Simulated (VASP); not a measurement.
# LiBe (P6_3mc) in VASP: relaxation of cell and atoms with PBE

Aim: the relaxation of cell and atoms of LiBe with PBE.

All numbers are computed with VASP 6.6.1; they aren't measurements. Logs are shortened: lines on timing, memory, paths and dates and some standing lists are left out, and cuts for length are marked.

### 1 The cell of the first run

The structure is hexagonal, space group P6_3mc (No. 186). The conventional cell has a = 3.450 Å, b = 3.450 Å, c = 5.634 Å, α = 90.00°, β = 90.00°, γ = 120.00°. Li (site symmetry 3m) has 4 Be at 2.11 Å within 2.8 Å. Within 2.8 Å of Be (site symmetry 3m) lie 4 Li at 2.11 Å.

### 2 Relaxation of cell and atoms, PBE

Input file INCAR:

```
SYSTEM = LiBe
  ALGO = Normal
  EDIFF = 1E-7
  EDIFFG = -0.02
  ENCUT = 750
  GGA = PE
  GGA_COMPAT = .FALSE.
  IBRION = 2
  ISIF = 3
  ISMEAR = -1
  LASPH = .TRUE.
  LCHARG = .FALSE.
  LREAL = .FALSE.
  LWAVE = .FALSE.
  NELM = 120
  NELMIN = 4
  NSW = 60
  PREC = Accurate
  SIGMA = 0.1
```

Input file KPOINTS:

```
k-points
0
G
  14 14 7
  0 0 0
```

Input file POSCAR:

```
LiBe
1.0
    3.4500000000      0.0000000000      0.0000000000
   -1.7250000000      2.9877876431      0.0000000000
    0.0000000000      0.0000000000      5.6338500000
Li Be
2 2
Direct
    0.3333333333      0.6666666667      0.0000000000
    0.6666666667      0.3333333333      0.5000000000
    0.3333333333      0.6666666667      0.3750000000
    0.6666666667      0.3333333333      0.8750000000
```

Potentials or basis: VASP PAW PBE potentials, release 64 (Li_sv, Be).

Started as:

```bash
> cat potpaw_PBE.64/Li_sv/POTCAR potpaw_PBE.64/Be/POTCAR > POTCAR
> mpirun -np 1 vasp_std > vasp.out
```

OUTCAR:

```text
SYSTEM = LiBe
   EDIFF = 1E-7
   EDIFFG = -0.02
   ENCUT = 750
   GGA = PE
   IBRION = 2
   ISIF = 3
   ISMEAR = -1
   LASPH = .TRUE.
   LREAL = .FALSE.
   NELM = 120
   NELMIN = 4
   NSW = 60
   PREC = Accurate

 ion  position               nearest neighbor table
   1  0.333  0.667  0.000-   4 2.11   4 2.11   4 2.11   3 2.11
   2  0.667  0.333  0.500-   3 2.11   3 2.11   3 2.11   4 2.11
   3  0.333  0.667  0.375-   2 2.11   2 2.11   2 2.11   1 2.11
   4  0.667  0.333  0.875-   1 2.11   1 2.11   1 2.11   2 2.11

  LATTYP: Found a hexagonal cell.
 ALAT       =     3.4500000000
 C/A-ratio  =     1.6330000000

  Lattice vectors:

 A1 = (   3.4500000000,   0.0000000000,   0.0000000000)
 A2 = (  -1.7250000000,   2.9877876431,   0.0000000000)
 A3 = (   0.0000000000,   0.0000000000,   5.6338500000)

Analysis of symmetry for initial positions (statically):
=====================================================================
 Subroutine PRICEL returns:
 Original cell was already a primitive cell.

 Routine SETGRP: Setting up the symmetry group for a
 hexagonal supercell.

 Subroutine GETGRP returns: Found 12 space group operations
 (whereof  6 operations were pure point group operations)
 out of a pool of 24 trial point group operations.

The static configuration has the point symmetry C_3v.
 The point group associated with its full space group is C_6v.

Analysis of symmetry for dynamics (positions and initial velocities):
=====================================================================
 Subroutine PRICEL returns:
 Original cell was already a primitive cell.

 Routine SETGRP: Setting up the symmetry group for a
 hexagonal supercell.

 Subroutine GETGRP returns: Found 12 space group operations
 (whereof  6 operations were pure point group operations)
 out of a pool of 24 trial point group operations.

The dynamic configuration has the point symmetry C_3v.
 The point group associated with its full space group is C_6v.

 Subroutine INISYM returns: Found 12 space group operations
 (whereof  6 operations are pure point group operations),
 and found     1 'primitive' translations

----------------------------------------------------------------------------------------

                                     Primitive cell

  volume of cell :      58.0730

  direct lattice vectors                    reciprocal lattice vectors
     3.450000000  0.000000000  0.000000000     0.289855072  0.167347904  0.000000000
[... 120 lines left out ...]
   LRPA    =     F    only Hartree local field effects (RPA)
 conjugate gradient relaxation of ions
 non-spin polarized calculation
  energy-cutoff  :      750.00
  volume of cell :       58.07
 maximum number of plane-waves:      2749
 NGX is ok and might be reduce to    32
   NGX = 15   NGY = 15   NGZ = 25

--------------------------------------- Ionic step        1  -------------------------------------------

 number of electron      10.0000000 magnetization

 number of electron       9.9999998 magnetization

 Free energy of the ion-electron system (eV)
  ---------------------------------------------------
  ext. energy  EPLUGINS =         0.00000000
  ---------------------------------------------------
  free energy    TOTEN  =        -5.26704853 eV

  energy without entropy =       -5.21951780  energy(sigma->0) =       -5.24328316

------------------------ aborting loop because EDIFF is reached ----------------------------------------

  FORCE on cell =-STRESS in cart. coord.  units (eV):
  Direction    XX          YY          ZZ          XY          YZ          ZX
  --------------------------------------------------------------------------------------
  -------------------------------------------------------------------------------------
  Total        3.4432862      3.4432862      3.1183153      0.0000000      0.0000000      0.0000000
  in kB       94.9969382     94.9969382     86.0313036      0.0000000      0.0000000      0.0000000
  external PRESSURE =      92.0083933 kB  Pullay stress =       0.0000000 kB
[... 95 lines left out ...]
  FREE ENERGIE OF THE ION-ELECTRON SYSTEM (eV)
  ---------------------------------------------------
  free  energy   TOTEN  =        -5.8235743430 eV

  energy  without entropy=       -5.7653246561  energy(sigma->0) =       -5.79444950

[... ionic steps 4 to 33 ...]

--------------------------------------- Ionic step       34  -------------------------------------------

 number of electron       9.9999995 magnetization

------------------------ aborting loop because EDIFF is reached ----------------------------------------
[... 71 lines left out ...]
--------------------------------------- Ionic step       36  -------------------------------------------

 number of electron      10.0000001 magnetization

 Free energy of the ion-electron system (eV)
  ---------------------------------------------------
  ext. energy  EPLUGINS =         0.00000000
  ---------------------------------------------------
  free energy    TOTEN  =        -6.89495509 eV

  energy without entropy =       -6.83050599  energy(sigma->0) =       -6.86273054

 E-fermi :   0.7371     XC(G=0):  -7.6317

 val. band max:        0.7328039187   @ k =   0.2143   0.0000   0.1429
 cond. band min:       0.7464278026   @ k =   0.4286   0.0714   0.0000
 fundamental gap:      0.0136238839
 Fermi energy:         0.7371058110

 k-point     1 :       0.0000    0.0000    0.0000
  band No.  band energies     occupation
      1     -44.8607      2.00000
      2     -44.8538      2.00000
      3      -4.4733      2.00000
      4      -0.5678      2.00000
      5       1.4771      0.00122
      6       2.3861      0.00000
      7       2.3861      0.00000
      8       5.0529      0.00000
      9       5.0529      0.00000
[... 265 lines left out ...]
 k-point    24 :       0.3571    0.2857    0.0000
  band No.  band energies     occupation
      1     -44.8572      2.00000
      2     -44.8567      2.00000
      3      -2.1041      2.00000
      4      -1.8368      2.00000
      5      -0.8420      2.00000
      6       1.7071      0.00012
      7       2.1338      0.00000
      8       3.9144      0.00000
      9       4.0258      0.00000

 [... further k-points ...]

------------------------ aborting loop because EDIFF is reached ----------------------------------------

  FORCE on cell =-STRESS in cart. coord.  units (eV):
  Direction    XX          YY          ZZ          XY          YZ          ZX
  --------------------------------------------------------------------------------------
  -------------------------------------------------------------------------------------
  Total       -0.0035933     -0.0035933      0.0226158      0.0000000      0.0000000      0.0000000
  in kB       -0.0808352     -0.0808352      0.5087736      0.0000000      0.0000000      0.0000000
  external PRESSURE =       0.1157011 kB  Pullay stress =       0.0000000 kB
[... 19 lines left out ...]
  FREE ENERGIE OF THE ION-ELECTRON SYSTEM (eV)
  ---------------------------------------------------
  free  energy   TOTEN  =        -6.8949550888 eV

  energy  without entropy=       -6.8305059908  energy(sigma->0) =       -6.86273054

 reached required accuracy - stopping structural energy minimisation
```

OSZICAR:

```text
N       E                     dE             d eps       ncg     rms          rms(c)
DAV:   1     0.233291933478E+02    0.23329E+02   -0.56857E+03  1728   0.133E+03
DAV:   2    -0.484587819880E+00   -0.23814E+02   -0.23323E+02  2233   0.163E+02
[... 325 lines left out ...]
DAV:   2    -0.689499122863E+01   -0.32379E-04   -0.79090E-04  2289   0.287E-01    0.701E-02
DAV:   3    -0.689498710583E+01    0.41228E-05   -0.21561E-04  3274   0.111E-01    0.696E-02
DAV:   4    -0.689495503780E+01    0.32068E-04   -0.45838E-05  3345   0.661E-02    0.706E-03
DAV:   5    -0.689495522036E+01   -0.18256E-06   -0.13334E-06  1966   0.135E-02    0.289E-03
DAV:   6    -0.689495504254E+01    0.17782E-06   -0.49794E-07  2381   0.607E-03    0.385E-04
DAV:   7    -0.689495508876E+01   -0.46220E-07   -0.36817E-08   907   0.244E-03
  36 F= -.68949551E+01 E0= -.68627305E+01  d E =-.161538E-01
```

Run time: 34 min. Hardware: 1 thread of Intel Xeon 8259CL, shared host; peak memory 0.29 GiB.

What came out:

| Property | Result |
| --- | --- |
| Free energy | -6.8950 eV |
| Relaxed volume | 17.80 Å³/atom |
| Relaxed cell | a = 4.167 Å, b = 4.167 Å, c = 4.737 Å, α = 90.00°, β = 90.00°, γ = 120.00° |
| Space group after relaxing (to 0.1 Å) | P6_3/mmc (No. 194) |
| Energy gained by relaxing | 407.0 meV/atom |
| Ionic steps | 36 |
| Pressure after relaxing | 0.0 GPa |
| Largest force after relaxing | 0.019 eV/Å |
| Band gap on the k mesh | zero (bands 5 and 6 overlap by 3.34 eV) |

Forces in eV/Å, atoms in the order of the input:
```
Li   0.000  0.000 -0.019
Li   0.000  0.000 -0.019
Be   0.000  0.000  0.019
Be   0.000  0.000  0.019
```

The path:
| step | energy change (eV) | largest force (eV/Å) | pressure (GPa) | volume (Å³) |
| --- | --- | --- | --- | --- |
| 1 | 0.0000 | 0.0208 | 9.20 | 58.07 |
| 2 | -0.3203 | 0.0419 | 5.12 | 65.37 |
| 3 | -0.5565 | 0.0512 | 0.91 | 79.03 |
| 4 | -0.5703 | 0.0507 | 0.14 | 83.17 |
| 5 | -0.5708 | 0.0505 | -0.02 | 84.18 |
| 6 | -0.5748 | 0.0826 | -0.03 | 84.22 |
| 7 | -0.5928 | 0.1827 | -0.08 | 84.28 |
| 8 | -0.6499 | 0.3960 | -0.20 | 84.31 |
| 9 | -0.8168 | 0.8668 | -0.53 | 83.89 |
| 10 | -0.9540 | 1.8016 | -0.19 | 81.02 |
| 11 | -0.9816 | 1.5547 | -0.58 | 82.30 |
| 12 | -0.9841 | 1.6723 | -0.46 | 81.81 |
| 13 | -0.9814 | 1.6994 | -0.42 | 81.68 |
| 14 | -0.9815 | 1.6998 | -0.42 | 81.68 |
| 15 | -0.9817 | 1.7006 | -0.42 | 81.68 |
| 16 | -0.9822 | 1.7022 | -0.42 | 81.68 |
| 17 | -0.9829 | 1.7054 | -0.42 | 81.69 |
| 18 | -0.9838 | 1.7111 | -0.42 | 81.71 |
| 19 | -0.9829 | 1.7205 | -0.42 | 81.74 |
| 20 | -0.9837 | 1.7151 | -0.42 | 81.73 |
| 21 | -0.9852 | 1.7122 | -0.43 | 81.72 |
| 22 | -0.9897 | 1.7039 | -0.44 | 81.72 |
| 23 | -0.9987 | 1.6873 | -0.46 | 81.72 |
| 24 | -1.0163 | 1.6542 | -0.50 | 81.71 |
| 25 | -1.0506 | 1.5889 | -0.59 | 81.69 |
| 26 | -1.1151 | 1.4619 | -0.76 | 81.65 |
| 27 | -1.2284 | 1.2206 | -1.05 | 81.57 |
| 28 | -1.3971 | 0.7784 | -1.48 | 81.41 |
| 29 | -1.5225 | 0.0252 | -1.77 | 81.10 |
| 30 | -1.5438 | 0.0140 | -1.69 | 80.30 |
| 31 | -1.5910 | 0.0170 | -1.43 | 77.92 |
| 32 | -1.6022 | 0.0647 | -0.65 | 73.20 |
| 33 | -1.6118 | 0.0473 | -1.02 | 75.18 |
| 34 | -1.6197 | 0.0402 | -0.75 | 74.00 |
| 35 | -1.6278 | 0.0218 | -0.07 | 71.49 |
| 36 | -1.6279 | 0.0194 | 0.01 | 71.22 |

Final structure:
```
Li Be
1.0
     4.16678    0.00000    0.00000
    -2.08339    3.60854    0.00000
     0.00000    0.00000    4.73659
Li Be
2 2
Direct
  0.33333 0.66667 0.93795
  0.66667 0.33333 0.43795
  0.33333 0.66667 0.43705
  0.66667 0.33333 0.93705
```

Levels at points of the mesh, in eV from the Fermi level:
| k point | band 3 | band 4 | band 5 | band 6 | band 7 | band 8 |
| --- | --- | --- | --- | --- | --- | --- |
| (0.00, 0.00, 0.00) | -5.21 | -1.30 | 0.74 | 1.65 | 1.65 | 4.32 |
| (0.50, 0.00, 0.00) | -3.31 | -2.87 | 0.26 | 0.37 | 1.93 | 2.04 |

Caveat: the volume moved by over 15 % at a fixed basis, so the end points are rough.
